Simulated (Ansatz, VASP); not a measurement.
## CO2: VASP beside Ansatz

```
C O
1.0
     8.58892    0.00000    0.00000
     0.00000    8.58892    0.00000
     0.00000    0.00000    8.58892
C O
12 24
Cartesian
  5.5476 6.9964 1.9391
  2.8321 2.6136 5.0643
  0.0359 6.7303 7.7205
  3.2949 0.3182 7.8989
  7.8644 1.2117 2.5592
  2.7929 5.0677 1.4930
  5.9572 3.6285 4.8231
  -0.3078 3.6584 0.4144
  0.6055 5.6705 3.9843
  8.6035 1.3571 6.2714
  6.2695 7.7111 5.2477
  3.5264 5.8446 6.2901
  4.6258 7.4477 1.3942
  6.4546 6.5433 2.5066
  2.3759 2.9117 6.0926
  3.2928 2.3138 4.0448
  -0.6051 7.4375 8.3781
  0.6719 6.0233 7.0525
  2.3734 0.2636 8.6009
  4.2098 0.3710 7.1799
  8.7328 1.3466 3.3159
  6.9935 1.0829 1.8013
  3.7727 4.4905 1.7160
  1.8108 5.6538 1.2821
  5.3532 3.6681 5.8147
  6.5564 3.5958 3.8310
  0.5882 2.9332 0.5621
  -1.2024 4.3834 0.2761
  0.3543 6.8007 4.0439
  0.8611 4.5388 3.9222
  9.2648 0.4168 6.1077
  7.9301 2.2876 6.4322
  6.3260 6.6764 5.7721
  6.2063 8.7458 4.7264
  3.7080 5.8136 7.4334
  3.3508 5.8945 5.1417
```

Alike in both runs: functional r2SCAN; dispersion D3(BJ); k mesh 1 × 1 × 1; occupations fermi-dirac, width 0.02 eV; no spin polarisation.

Ansatz relaxed the structure, and its values are those at the end. VASP's run is a single point on that final structure, the one shown.

|  | VASP | Ansatz |
| --- | --- | --- |
| version | VASP 6.6.1 | Ansatz 0.2.0 |
| potentials or method | VASP PAW PBE potentials, release 64 (C, O), cutoff 520 eV | scalar-relativistic, plane waves, PAW |
| valence electrons in the cell | 192 | 192 |

Ansatz gave:

* gap on the k mesh at the Fermi level (eV): 7.34
* rms of the force components (eV/Å): 0.035

**Question.** What did VASP give for the same quantities?

**Answer.** gap on the k mesh at the Fermi level (eV): 7.31; rms of the force components (eV/Å): 0.355.

VASP's potentials were made for PBE, not for r2SCAN. One of these differences is far larger than is usual between the two programs; its cause wasn't traced. Ansatz's warnings: dispersion damping borrowed, xc potential rough in thin density.

Noted on VASP's run: the standard files for N, O and F lose accuracy on very short bonds.
